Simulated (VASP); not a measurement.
Set up this calculation in VASP 6.6.1, as the native input.

* Task: single point
* Functional: PBE
* Potentials or basis: VASP PAW PBE potentials, release 64 (Hf_pv, O)
* Cutoff: 520 eV
* k mesh: 6 × 6 × 6
* Occupations: gaussian, width 0.01 eV
* Spin: no spin polarisation
* Dipole correction: no
* Further INCAR settings: ALGO = Normal; EDIFF = 1e-06; NBANDS = 18

The structure of HfO2 lies in POSCAR:

```
HfO2
1.0
    0.0000000000      2.5575000000      2.5575000000
    2.5575000000      0.0000000000      2.5575000000
    2.5575000000      2.5575000000      0.0000000000
Hf O
1 2
Direct
    0.0000000000      0.0000000000      0.0000000000
    0.2500000000      0.2500000000      0.2500000000
    0.7500000000      0.7500000000      0.7500000000
```

These files were run (other wordings do the same):

INCAR

```
PREC = Accurate
ENCUT = 520
EDIFF = 1E-6
ISMEAR = 0
SIGMA = 0.01
LREAL = F
LASPH = T
NELM = 60
ALGO = Normal
ISIF = 2
LWAVE = F
LCHARG = T
GGA = PE
LELF = T
LVHAR = T
NBANDS = 18
```

KPOINTS

```
Automatic mesh
0
Gamma
  6 6 6
```

Potentials or basis: VASP PAW PBE potentials, release 64 (Hf_pv, O).

Launch:

```sh
$ cat potpaw_PBE.64/Hf_pv/POTCAR potpaw_PBE.64/O/POTCAR > POTCAR
$ mpirun -np 1 vasp_std > vasp.out
```

It gave:

The pressure is -6.0 GPa and the band gap on the k mesh is 3.73 eV, direct.

Caveat: spin-orbit coupling is left out, which moves the levels of the heavy elements.

Run time: 8.6 s on 1 thread of AMD EPYC 9R14 (Zen 4) (shared host), peak memory 0.13 GiB.
